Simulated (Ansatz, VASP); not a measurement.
Two plane-wave programs on TaN

```
Ta N
1.0
     0.00000    2.17900    2.17900
     2.17900    0.00000    2.17900
     2.17900    2.17900    0.00000
Ta N
1 1
Direct
  0.50000 0.50000 0.50000
  0.00000 0.00000 0.00000
```

Alike in both runs: task single point; functional r2SCAN; k mesh 7 × 7 × 7; occupations gaussian, width 0.05 eV; collinear spin; Hubbard terms Ta d U = 1.0 eV.

|  | VASP | Ansatz |
| --- | --- | --- |
| version | VASP 6.6.1 | Ansatz 0.2.0 |
| potentials or method | VASP PAW PBE potentials, release 64 (Ta_pv, N), cutoff 520 eV | scalar-relativistic, plane waves, PAW |
| valence electrons in the cell | 16 | 18 |

VASP gave:

| Quantity | Value |
| --- | --- |
| gap on the k mesh at the Fermi level (eV) | none |
| pressure (GPa) | 14.8 |
| net moment per atom (μB) | 0.00 |

Task: What did Ansatz give for the same quantities?

Result: gap on the k mesh at the Fermi level (eV): none; pressure (GPa): 10.4; net moment per atom (μB): 0.00.

VASP's potentials were made for PBE, not for r2SCAN. The programs project onto different local orbitals, so the same U acts differently, and such runs can settle in different states. A gap of «none» marks a metal or a gap that the smearing closes. VASP's potentials hold 16 valence electrons a cell and Ansatz's 18, so a difference there can come from the potentials and not from the codes. Ansatz's warnings: filled band counts differ across k points, seeded moment not kept, stability check not made.

Neither program's run includes spin-orbit coupling.
